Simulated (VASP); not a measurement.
Set up this calculation in VASP 6.6.1, as the native input.

```
Task                   : relaxation of cell and atoms
Functional             : PBE
Potentials or basis    : VASP PAW PBE potentials, release 64 (Si, C)
Cutoff                 : 600 eV
k mesh                 : 24 × 24 × 8
Occupations            : gaussian, width 0.1 eV
Spin                   : no spin polarisation
Dipole correction      : no
Further INCAR settings : ALGO = Normal; EDIFF = 1e-06; IBRION = 2; EDIFFG = -0.01; NSW = 100; ISIF = 3
```

The structure of SiC3 lies in POSCAR:

```
SiC3
1.0
    2.5136656060      0.0000000000      0.0000000000
   -1.2568328030      2.1768982714      0.0000000000
    0.0000000000      0.0000000000      6.5247040459
Si C
1 3
Direct
    0.3333333333      0.6666666667      0.5000000000
    0.3333333333      0.6666666667      0.0000000000
    0.6666666667      0.3333333333      0.1315508565
    0.6666666667      0.3333333333      0.8684491435
```

The input as run:

INCAR

```
SYSTEM = SiC3
ALGO = Normal
EDIFF = 1E-6
EDIFFG = -0.01
ENCUT = 600
GGA = PE
IBRION = 2
ISIF = 3
ISMEAR = 0
LASPH = .True.
LCHARG = .False.
LREAL = .False.
LWAVE = .False.
NELM = 100
NSW = 100
PREC = Accurate
SIGMA = 0.1
```

KPOINTS

```
k-points
0
Gamma
  24 24 8
  0 0 0
```

Potentials or basis: VASP PAW PBE potentials, release 64 (Si, C).

The run is started by

```sh
$ cat potpaw_PBE.64/Si/POTCAR potpaw_PBE.64/C/POTCAR > POTCAR
$ mpirun -np 1 vasp_std > vasp.out
```

It gave:

* Relaxed volume: 9.16 Å³/atom
* Relaxed cell: a = 2.511 Å, b = 2.511 Å, c = 6.710 Å, α = 90.00°, β = 90.00°, γ = 120.00°
* Space group after relaxing (to 0.05 Å): P-6m2 (No. 187)
* Energy gained by relaxing: 2.8 meV/atom
* Ionic steps: 8
* Pressure after relaxing: 0.0 GPa
* Largest force after relaxing: 0.008 eV/Å
* Band gap on the k mesh: zero (band 8 reaches 12.34 eV, above the bottom of band 9 at 6.44 eV)

It took 5.1 min on 1 thread of Intel(R) Xeon(R) 6975P-C (Granite Rapids), with other jobs on the host, peak memory 0.27 GiB.
